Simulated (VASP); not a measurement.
InSb, 2 atoms in the cell. It takes space group F-43m (No. 216, cubic). Conventional cell: a = 6.478 Å, b = 6.478 Å, c = 6.478 Å, α = 90.00°, β = 90.00°, γ = 90.00°. In (site symmetry -43m) has 4 Sb at 2.81 Å within 3.7 Å. Sb (site symmetry -43m) has 4 In at 2.81 Å within 3.7 Å. 

* Program: VASP 6.6.1
* Task: single point
* Functional: PBEsol
* Potentials or basis: VASP PAW PBE potentials, release 64 (In_d, Sb)
* Cutoff: 520 eV
* k mesh: 6 × 6 × 6
* Occupations: gaussian, width 0.1 eV
* Spin: no spin polarisation
* Dipole correction: no
* Further INCAR settings: ALGO = Normal; EDIFF = 1e-07; NBANDS = 16

Potentials or basis: VASP PAW PBE potentials, release 64 (In_d, Sb).

Run with:

```sh
$ cat potpaw_PBE.64/In_d/POTCAR potpaw_PBE.64/Sb/POTCAR > POTCAR
$ mpirun -np 1 vasp_std > vasp.out
```

Hardware: 1 thread of AMD EPYC 7R13, on a shared host.

Problem. How long does it take, and how much memory?

Solution. Wall time 49 s on 1 thread of AMD EPYC 7R13, with other jobs on the host, peak memory 0.18 GiB. Counts: scf iterations 13, k points 16.
